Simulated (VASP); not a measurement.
Pb, 4 atoms in the cell. Symmetry: P6_3/mmc, No. 194, hexagonal system. Conventional cell: a = 3.586 Å, b = 3.586 Å, c = 11.645 Å, α = 90.00°, β = 90.00°, γ = 120.00°. Within 4.7 Å of Pb (site symmetry -3m) lie 12 Pb at 3.57 to 3.59 Å. Pb (site symmetry -6m2) has 12 Pb at 3.57 to 3.59 Å within 4.7 Å. This isn't the form of Pb at room conditions, which is fcc.

- Program: VASP 6.6.1
- Task: single point
- Functional: LDA
- Potentials or basis: VASP PAW LDA potentials, release 64 (Pb_d)
- Cutoff: 520 eV
- k mesh: 12 × 12 × 4
- Occupations: fermi-dirac, width 0.1 eV
- Spin: no spin polarisation
- Dipole correction: no
- Further INCAR settings: ALGO = Normal; EDIFF = 1e-07; NBANDS = 36

Potentials or basis: VASP PAW LDA potentials, release 64 (Pb_d).

Run with:

```bash
$ cat potpaw_LDA.64/Pb_d/POTCAR > POTCAR
$ mpirun -np 1 vasp_std > vasp.out
```

Hardware: 1 thread of Intel(R) Xeon(R) Platinum 8259CL CPU @ 2.50GHz (Skylake/Cascade Lake), on a shared host.

Task: How long does it take, and how much memory?

Result: Wall time 2.9 min on 1 thread of Intel(R) Xeon(R) Platinum 8259CL CPU @ 2.50GHz (Skylake/Cascade Lake), on a shared host, peak memory 0.32 GiB. Counts: scf iterations 12, k points 57.
